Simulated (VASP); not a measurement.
Set up this calculation in VASP 6.6.1, as the native input.

| Quantity | Value |
| --- | --- |
| Task | single point |
| Functional | PBEsol |
| Potentials or basis | VASP PAW PBE potentials, release 64 (Au) |
| Cutoff | 520 eV |
| k mesh | 16 × 16 × 12 |
| Occupations | gaussian, width 0.15 eV |
| Spin | no spin polarisation |
| Dipole correction | no |
| Further INCAR settings | ALGO = Fast; EDIFF = 1e-06; NBANDS = 18 |

The structure of Au lies in POSCAR:

```
Au
1.0
    0.0000000000     -2.0455000000     -2.0455000000
    0.0000000000      2.0455000000     -2.0455000000
    4.0910000000      0.0000000000      0.0000000000
Au
2
Direct
    0.5000000000      0.5000000000      0.5427768272
    0.0000000000      0.0000000000     -0.0427768272
```

This cell differs from its parent crystal: atoms displaced along a vibrational mode.

These files were run (other wordings do the same):

INCAR

```
SYSTEM = Au
PREC = Accurate
ENCUT = 520
EDIFF = 1E-6
ISMEAR = 0
SIGMA = 0.15
LREAL = .False.
LASPH = .True.
NELM = 80
ALGO = Fast
ISIF = 2
LWAVE = .False.
LCHARG = .False.
GGA = PS
NBANDS = 18
```

KPOINTS

```
regular mesh
0
Gamma
  16 16 12
  0 0 0
```

Potentials or basis: VASP PAW PBE potentials, release 64 (Au).

Launch:

```sh
$ cat potpaw_PBE.64/Au/POTCAR > POTCAR
$ mpirun -np 1 vasp_std > vasp.out
```

It gave:

The pressure is 10.8 GPa and the largest force is 3.032 eV/Å. The band gap on the k mesh is zero (bands 11 and 12 overlap by 6.73 eV).

Caveat: the cell differs from its parent crystal (atoms displaced along a vibrational mode); the cell stands under pressure; the PAW data sets were made with another functional, which shifts forces and pressure a little; spin-orbit coupling is left out, which moves the levels of the heavy elements.

It took 2.9 min on 1 thread of Intel Xeon 8259CL, on a shared host, peak memory 0.27 GiB.
